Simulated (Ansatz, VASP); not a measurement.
One calculation of Si8NO16, two programs

```
Si O N
1.0
    -4.17900   -4.17900    0.00000
     4.17900   -4.17900    0.00000
     0.00000    0.00000    5.32980
Si O N
8 16 1
Direct
  0.50331 0.47736 0.01455
  0.00836 0.49240 0.24872
  0.52090 0.50441 0.48626
  0.01183 0.49386 0.74876
  0.01733 0.00147 0.99230
  0.51344 0.99576 0.23615
  0.01405 0.99819 0.48960
  0.52496 0.03397 0.72948
  0.18795 0.45909 0.01102
  0.00840 0.18946 0.24500
  0.80605 0.50230 0.99322
  0.01998 0.80139 0.23915
  0.21015 0.49743 0.49802
  0.00752 0.19109 0.73964
  0.82272 0.49556 0.49278
  0.01200 0.80313 0.74372
  0.70900 0.00690 0.98977
  0.51377 0.69362 0.24509
  0.32208 0.03170 0.98924
  0.51626 0.30226 0.25418
  0.71489 0.02165 0.47602
  0.39639 0.68593 0.85186
  0.31795 0.01338 0.48702
  0.51888 0.32083 0.74077
  0.54460 0.74176 0.68428
```

Alike in both runs: functional PBE; k mesh 2 × 2 × 3; occupations gaussian, width 0.02 eV; collinear spin.

Ansatz relaxed the structure, and its values are those at the end. VASP's run is a single point on that final structure, the one shown.

|  | VASP | Ansatz |
| --- | --- | --- |
| version | VASP 6.6.1 | Ansatz 0.2.0 |
| potentials or method | VASP PAW PBE potentials, release 64 (Si, O, N), cutoff 520 eV | scalar-relativistic, plane waves, PAW |
| valence electrons in the cell | 133 | 133 |

```csv
,VASP,Ansatz,Ansatz less VASP
gap on the k mesh at the Fermi level (eV),0.72,0.71,-0.012
rms of the force components (eV/Å),0.059,0.007,-0.0524
net moment per atom (μB),0.04,0.04,0.000
size of the moment on the site where the two differ most (μB),0.44,0.28,-0.154
```

Site moments also hang on the region over which each program counts them. Ansatz's warnings: magnetization residual over threshold.

The k mesh is coarse, so the values compare programs but aren't converged.
